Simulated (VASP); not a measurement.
# KMgF3: single point with PBEsol

Crystal: KMgF3.

```
K Mg F
1.0
     3.65212    0.00000    0.00000
     0.00000    3.65212    0.00000
     0.00000    0.00000    4.74776
K Mg F
1 1 3
Direct
  0.50000 0.50000 0.50000
  0.00000 0.00000 0.00000
  0.50000 0.00000 0.00000
  0.00000 0.50000 0.00000
  0.00000 0.00000 0.50000
```

This cell differs from its parent crystal: ratio of the length along z to the lengths across it x 1.3, volume and fractional coordinates fixed.

```json
{
  "Program": "VASP 6.6.1",
  "Task": "single point",
  "Functional": "PBEsol",
  "Potentials or basis": "VASP PAW PBE potentials, release 64 (K_sv, Mg, F)",
  "Cutoff": "520 eV",
  "k mesh": "6 × 6 × 6",
  "Occupations": "gaussian, width 0.05 eV",
  "Spin": "no spin polarisation"
}
```

```
Pressure               : 7.9 GPa
Band gap on the k mesh : 6.72 eV (least direct gap 7.07 eV)
```

Stress tensor (GPa, compression positive):
```
15.57  0.00  0.00
 0.00 15.57  0.00
 0.00  0.00 -7.36
```

Levels at points of the mesh, in eV from the valence-band top:
```
           k point  band 13  band 14  band 15  band 16  band 17  band 18  band 19  band 20
(0.00, 0.00, 0.00)    -0.71    -0.49    -0.35    -0.35     6.72     9.30    10.45    11.74
(0.50, 0.00, 0.00)    -1.39    -1.05    -0.73    -0.61     9.91     9.98    11.19    11.46
(0.50, 0.50, 0.00)    -1.25    -0.47    -0.47     0.00    10.75    11.25    11.25    11.91
(0.00, 0.00, 0.50)    -0.71    -0.71    -0.43    -0.43     9.20     9.50     9.76    12.37
(0.50, 0.00, 0.50)    -1.44    -1.07    -0.83    -0.57    10.04    11.11    11.35    12.04
(0.50, 0.50, 0.50)    -0.95    -0.24    -0.24     0.00     9.78     9.78    10.04    11.78
```

It took 98 s on 1 thread of Intel Xeon 8259CL (shared host), peak memory 0.21 GiB.

Caveat: the stress differs along the axes, from -7 to 16 GPa; the PAW data sets were made with another functional, which shifts forces and pressure a little. A k mesh can miss the band edges.
